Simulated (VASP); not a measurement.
# Sn3S (Pm-3m) in VASP: a series of runs, part 2 of 4

VASP 6.6.1. Earlier steps stand in the parts before.

## (3) Single point, PBE

This run uses another cell than the first one, of 25.61 Å³/atom.

INCAR reads:

```
PREC = Accurate ; ENCUT = 520
EDIFF = 1E-6 ; ISMEAR = 0
SIGMA = 0.1 ; LREAL = False
LASPH = True ; NELM = 80
ALGO = Normal ; ISIF = 2
LWAVE = False ; LCHARG = False
GGA = PE ; NBANDS = 32
```

KPOINTS reads:

```
regular mesh
0
Gamma
  10 10 10
```

POSCAR reads:

```
Sn3S
1.0
    4.6787684407      0.0000000000      0.0000000000
    0.0000000000      4.6787684407      0.0000000000
    0.0000000000      0.0000000000      4.6787684407
Sn S
3 1
Direct
    0.0000000000      0.5000000000      0.5000000000
    0.5000000000      0.0000000000      0.5000000000
    0.5000000000      0.5000000000      0.0000000000
    0.0000000000      0.0000000000      0.0000000000
```

Potentials or basis: VASP PAW PBE potentials, release 64 (Sn_d, S).

Started as:

```
> cat potpaw_PBE.64/Sn_d/POTCAR potpaw_PBE.64/S/POTCAR > POTCAR
> mpirun -np 1 vasp_std > vasp.out
```

OUTCAR:

```text
PREC = Accurate
   ENCUT = 520
   EDIFF = 1E-6
   ISMEAR = 0
   LREAL = False
   LASPH = True
   NELM = 80
   ISIF = 2
   GGA = PE

 ion  position               nearest neighbor table
   1  0.000  0.500  0.500-   2 3.31   3 3.31   3 3.31   2 3.31   2 3.31   3 3.31   3 3.31   2 3.31

   2  0.500  0.000  0.500-   1 3.31   3 3.31   3 3.31   1 3.31   3 3.31   3 3.31   1 3.31   1 3.31

   3  0.500  0.500  0.000-   1 3.31   2 3.31   1 3.31   2 3.31   2 3.31   2 3.31   1 3.31   1 3.31

   4  0.000  0.000  0.000-

  LATTYP: Found a simple cubic cell.
 ALAT       =     4.6787684407

  Lattice vectors:

 A1 = (   4.6787684407,   0.0000000000,   0.0000000000)
 A2 = (   0.0000000000,   4.6787684407,   0.0000000000)
 A3 = (   0.0000000000,   0.0000000000,   4.6787684407)

Analysis of symmetry for initial positions (statically):
=====================================================================
 Subroutine PRICEL returns:
 Original cell was already a primitive cell.

 Routine SETGRP: Setting up the symmetry group for a
 simple cubic supercell.

 Subroutine GETGRP returns: Found 48 space group operations
 (whereof 48 operations were pure point group operations)
 out of a pool of 48 trial point group operations.

The static configuration has the point symmetry O_h .

Analysis of symmetry for dynamics (positions and initial velocities):
=====================================================================
 Subroutine PRICEL returns:
 Original cell was already a primitive cell.

 Routine SETGRP: Setting up the symmetry group for a
 simple cubic supercell.

 Subroutine GETGRP returns: Found 48 space group operations
 (whereof 48 operations were pure point group operations)
 out of a pool of 48 trial point group operations.

The dynamic configuration has the point symmetry O_h .

 Subroutine INISYM returns: Found 48 space group operations
 (whereof 48 operations are pure point group operations),
 and found     1 'primitive' translations

----------------------------------------------------------------------------------------

                                     Primitive cell

  volume of cell :     102.4223

  direct lattice vectors                    reciprocal lattice vectors
     4.678768441  0.000000000  0.000000000     0.213731458  0.000000000  0.000000000
     0.000000000  4.678768441  0.000000000     0.000000000  0.213731458  0.000000000
     0.000000000  0.000000000  4.678768441     0.000000000  0.000000000  0.213731458

  length of vectors
     4.678768441  4.678768441  4.678768441     0.213731458  0.213731458  0.213731458

  position of ions in fractional coordinates (direct lattice)
     0.000000000  0.500000000  0.500000000
     0.500000000  0.000000000  0.500000000
     0.500000000  0.500000000  0.000000000
     0.000000000  0.000000000  0.000000000

  ion indices of the primitive-cell ions
   primitive index   ion index
                 1           1
                 2           2
                 3           3
                 4           4

----------------------------------------------------------------------------------------

 KPOINTS: regular mesh

Automatic generation of k-mesh.
 Grid dimensions read from file:
 generate k-points for:   10   10   10

 Generating k-lattice:

  Cartesian coordinates                     Fractional coordinates (reciprocal lattice)
     0.021373146  0.000000000  0.000000000     0.100000000  0.000000000  0.000000000
     0.000000000  0.021373146  0.000000000     0.000000000  0.100000000  0.000000000
     0.000000000  0.000000000  0.021373146     0.000000000  0.000000000  0.100000000

  Length of vectors
     0.021373146  0.021373146  0.021373146

  Shift w.r.t. Gamma in fractional coordinates (k-lattice)
     0.000000000  0.000000000  0.000000000

 Subroutine IBZKPT returns following result:
 ===========================================

 Found     56 irreducible k-points:

 Following reciprocal coordinates:
            Coordinates               Weight
  0.000000  0.000000  0.000000      1.000000
  0.100000  0.000000  0.000000      6.000000
  0.200000  0.000000  0.000000      6.000000
  0.300000  0.000000  0.000000      6.000000
  0.400000  0.000000  0.000000      6.000000
  0.500000  0.000000  0.000000      3.000000
[... 16 lines left out ...]
  0.200000  0.100000  0.100000     24.000000
  0.300000  0.100000  0.100000     24.000000
 [... further k-points ...]
   k-points           NKPTS =     56   k-points in BZ     NKDIM =     56   number of bands    NBANDS=     32
   number of dos      NEDOS =    301   number of ions     NIONS =      4
   total plane-waves  NPLWV =  46656
   dimension x,y,z NGX =    36 NGY =   36 NGZ =   36
   dimension x,y,z NGXF=    72 NGYF=   72 NGZF=   72
   ions per type =               3   1
   NGX,Y,Z   is equivalent  to a cutoff of  12.79, 12.79, 12.79 a.u.
   NGXF,Y,Z  is equivalent  to a cutoff of  25.58, 25.58, 25.58 a.u.
 SYSTEM =  unknown system
   PREC   = accura    normal or accurate (medium, high low for compatibility)
   ISTART =      0    job   : 0-new  1-cont  2-samecut
   ICHARG =      2    charge: 1-file 2-atom 10-const
   ISPIN  =      1    spin polarized calculation?
   LNONCOLLINEAR =      F non collinear calculations
   LSORBIT =      F    spin-orbit coupling
   LASPH  =      T    aspherical Exc in radial PAW
   ENCUT  =  520.0 eV  38.22 Ry    6.18 a.u.   8.70  8.70  8.70*2*pi/ulx,y,z
   NELM   =     80;   NELMIN=  2; NELMDL= -5     # of ELM steps
   EDIFF  = 0.1E-05   stopping-criterion for ELM
   LREAL  =      F    real-space projection
   EDIFFG = 0.1E-04   stopping-criterion for IOM
   NSW    =      0    number of steps for IOM
   IBRION =     -1    ionic relax: 0-MD 1-quasi-New 2-CG
   NFREE  =      0    steps in history (QN), initial steepest desc. (CG)
   ISIF   =      2    stress and relaxation
   ISYM   =      2    0-nonsym 1-usesym 2-fastsym
   POTIM  = 0.5000    time-step for ionic-motion
   TEBEG  =    0.0;   TEEND  =   0.0 temperature during run
   PSTRESS=    0.0 pullay stress
   NELECT =      48.0000    total number of electrons
   NUPDOWN=      -1.0000    fix difference up-down
   EMIN   =  10.00;   EMAX   =-10.00  energy-range for DOS
   EFERMI =   0.00;   METHOD = LEGACY
   ISMEAR =     0;   SIGMA  =   0.10  broadening in eV -4-tet -1-fermi 0-gaus
   EFERMI_NEDOS =   21; number of points for ismear=-14 and -15
   IALGO  =     38    algorithm
   IMIX   =      4    mixing-type and parameters
     AMIX     =   0.40;   BMIX     =  1.00
     AMIX_MAG =   1.60;   BMIX_MAG =  1.00
  volume/ion in A,a.u.               =      25.61       172.79
  Fermi-wavevector in a.u.,A,eV,Ry     =   1.271619  2.403012 22.000825  1.617015
  Thomas-Fermi vector in A             =   2.404542
   LORBIT       =      0    0 simple, 1 ext, 2 COOP (PROOUT), +10 PAW based schemes
   GGA     = PE    functional components
   LHFCALC =     F    Hartree Fock is set to
   AEXX    =    0.0000 exact exchange contribution
   IVDW    =     0    specifies the selected vdW correction
   LEPSILON=     F    determine dielectric tensor
   LRPA    =     F    only Hartree local field effects (RPA)
 non-spin polarized calculation
 Gauss-broadening in eV      SIGMA  =   0.10
  energy-cutoff  :      520.00
  volume of cell :      102.42
 maximum number of plane-waves:      2800
 NGX is ok and might be reduce to    36
   NGX = 17   NGY = 17   NGZ = 17

 number of electron      47.9999951 magnetization

 Free energy of the ion-electron system (eV)
  ---------------------------------------------------
  ext. energy  EPLUGINS =         0.00000000
  ---------------------------------------------------
  free energy    TOTEN  =       -15.15922515 eV

  energy without entropy =      -15.14891820  energy(sigma->0) =      -15.15407168

 E-fermi :   7.5698     XC(G=0): -10.2222

 val. band max:        7.5642646225   @ k =   0.4000   0.3000   0.0000
 cond. band min:       7.5896710016   @ k =   0.4000   0.2000   0.0000
 fundamental gap:      0.0254063791
 Fermi energy:         7.5697785048

 k-point     1 :       0.0000    0.0000    0.0000
  band No.  band energies     occupation
      1     -14.3046      2.00000
      2     -14.3046      2.00000
      3     -14.3046      2.00000
      4     -14.2776      2.00000
      5     -14.2776      2.00000
      6     -14.2469      2.00000
[... 829 lines left out ...]
     31      12.8011      0.00000
     32      13.6667      0.00000

 [... further k-points ...]

------------------------ aborting loop because EDIFF is reached ----------------------------------------

  FORCE on cell =-STRESS in cart. coord.  units (eV):
  Direction    XX          YY          ZZ          XY          YZ          ZX
  --------------------------------------------------------------------------------------
  -------------------------------------------------------------------------------------
  Total       -0.0416200     -0.0416200     -0.0416200      0.0000000      0.0000000     -0.0000000
  in kB       -0.6510557     -0.6510557     -0.6510557      0.0000000      0.0000000     -0.0000000
  external PRESSURE =      -0.6510557 kB  Pullay stress =       0.0000000 kB

 VOLUME and BASIS-vectors are now :
 -----------------------------------------------------------------------------
  energy-cutoff  :      520.00
  volume of cell :      102.42
      direct lattice vectors                 reciprocal lattice vectors
     4.678768441  0.000000000  0.000000000     0.213731458  0.000000000  0.000000000
     0.000000000  4.678768441  0.000000000     0.000000000  0.213731458  0.000000000
     0.000000000  0.000000000  4.678768441     0.000000000  0.000000000  0.213731458

 POSITION                                       TOTAL-FORCE (eV/Angst)
 -----------------------------------------------------------------------------------
      0.00000      2.33938      2.33938         0.000000      0.000000      0.000000
      2.33938      0.00000      2.33938         0.000000      0.000000      0.000000
      2.33938      2.33938      0.00000         0.000000      0.000000      0.000000
      0.00000      0.00000      0.00000         0.000000      0.000000      0.000000
 -----------------------------------------------------------------------------------
    total drift:                                0.000000      0.000000      0.000000

  FREE ENERGIE OF THE ION-ELECTRON SYSTEM (eV)
  ---------------------------------------------------
  free  energy   TOTEN  =       -15.1592251497 eV

  energy  without entropy=      -15.1489182044  energy(sigma->0) =      -15.15407168
```

OSZICAR:

```text
N       E                     dE             d eps       ncg     rms          rms(c)
DAV:   1     0.455468247924E+03    0.45547E+03   -0.23568E+04  3688   0.221E+03
DAV:   2     0.459534171187E+02   -0.40951E+03   -0.39713E+03  3592   0.561E+02
DAV:   3    -0.126167707893E+02   -0.58570E+02   -0.56211E+02  4344   0.175E+02
DAV:   4    -0.154422315619E+02   -0.28255E+01   -0.28089E+01  4096   0.406E+01
DAV:   5    -0.155321580573E+02   -0.89926E-01   -0.89914E-01  5024   0.767E+00    0.614E+00
DAV:   6    -0.151755955918E+02    0.35656E+00   -0.71004E-01  4624   0.526E+00    0.361E+00
DAV:   7    -0.151646043587E+02    0.10991E-01   -0.15099E-01  4448   0.187E+00    0.192E+00
DAV:   8    -0.151595842035E+02    0.50202E-02   -0.29267E-02  4664   0.973E-01    0.239E-01
DAV:   9    -0.151591122520E+02    0.47195E-03   -0.31709E-03  4224   0.468E-01    0.123E-01
DAV:  10    -0.151592270985E+02   -0.11485E-03   -0.71645E-04  4304   0.208E-01    0.407E-02
DAV:  11    -0.151592259670E+02    0.11315E-05   -0.33562E-05  5008   0.406E-02    0.197E-02
DAV:  12    -0.151592251497E+02    0.81729E-06   -0.42226E-06  3768   0.143E-02
   1 F= -.15159225E+02 E0= -.15154072E+02  d E =-.103069E-01
```

stdout:

```text
POSCAR found type information on POSCAR SnS
 POSCAR found :  2 types and       4 ions
 scaLAPACK will be used
 LDA part: xc-table for (Slater+PW92), standard interpolation
 POSCAR, INCAR and KPOINTS ok, starting setup
 FFT: planning ... GRIDC
 FFT: planning ... GRID_SOFT
 FFT: planning ... GRID
 WAVECAR not read
 entering main loop
```

Wall time 45 s (1 thread of Intel Xeon 6975P-C (Granite Rapids), shared host); peak memory 0.29 GiB.

Results:

```
Free energy            : -15.1592 eV
Pressure               : -0.1 GPa
Band gap on the k mesh : zero (bands 24 and 25 overlap by 2.02 eV)
```

Caveat: spin-orbit coupling is left out, which moves the levels of the heavy elements.

(Continued in part 3 of 4.)
